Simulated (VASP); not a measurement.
Runs of VASP 6.6.1 on PbS (rock salt). The structure is that of space group Fm-3m (No. 225), or close to it. The cells are those of the table. 

```tsv
cell	gap on the mesh (eV)	pressure (GPa)
a = 3.897 Å, angles 60.0°, 2 atoms	(b)	23.6
a = 4.141 Å, angles 60.0°, 2 atoms	0.21	4.8
a = 4.266 Å, angles 60.0°, 2 atoms	0.54	-0.7
a = 4.183 Å, angles 60.0°, 2 atoms	0.33	2.6
a = 3.976 Å, angles 60.0°, 2 atoms	0.38	15.9
a = 4.097 Å, angles 60.0°, 2 atoms	0.08	(a)
a = 4.037 Å, angles 60.0°, 2 atoms	(c)	11.1
```

Alike in all rows: task single point; level PBE; potentials or basis VASP PAW PBE potentials, release 64 (Pb_d, S); no spin polarisation; k mesh 12 × 12 × 12; cutoff (eV) 500; smearing gaussian 0.03 eV.

**Question.** Fill in the values left out.

**Answer.** (a) 7.2; (b) 0.46; (c) 0.13.

Caveats: spin-orbit coupling is left out, which moves the levels of the heavy elements.

A k mesh can miss the band edges, and the runs leave out spin-orbit coupling on Pb.
